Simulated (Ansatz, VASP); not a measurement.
**Nb: VASP beside Ansatz**

```
CELL_PARAMETERS angstrom
-1.66395 1.66395 1.66395
1.66395 -1.66395 1.66395
1.66395 1.66395 -1.66395
ATOMIC_POSITIONS crystal
Nb 0.00000 0.00000 0.00000
```

Alike in both runs: task relaxation of cell and atoms; functional PBE; k mesh 20 × 20 × 20; occupations gaussian, width 0.2 eV; no spin polarisation.

|  | VASP | Ansatz |
| --- | --- | --- |
| version | VASP 6.6.1 | Ansatz 0.2.0 |
| potentials or method | VASP PAW PBE potentials, release 64 (Nb_sv) | scalar-relativistic, plane waves, PAW |
| plane-wave cutoff (eV) | 600 | 420 |
| valence electrons in the cell | 13 | 13 |

```csv
,VASP,Ansatz,Ansatz less VASP
"gap on the k mesh at the Fermi level, each at its own relaxed structure (eV)",none,none,-
relaxed volume (Å³/atom),18.11,18.14,+0.030
relaxed cell length with the largest relative difference (Å),2.865,2.867,+0.0016
```

A gap of «none» marks a metal or a gap that the smearing closes.
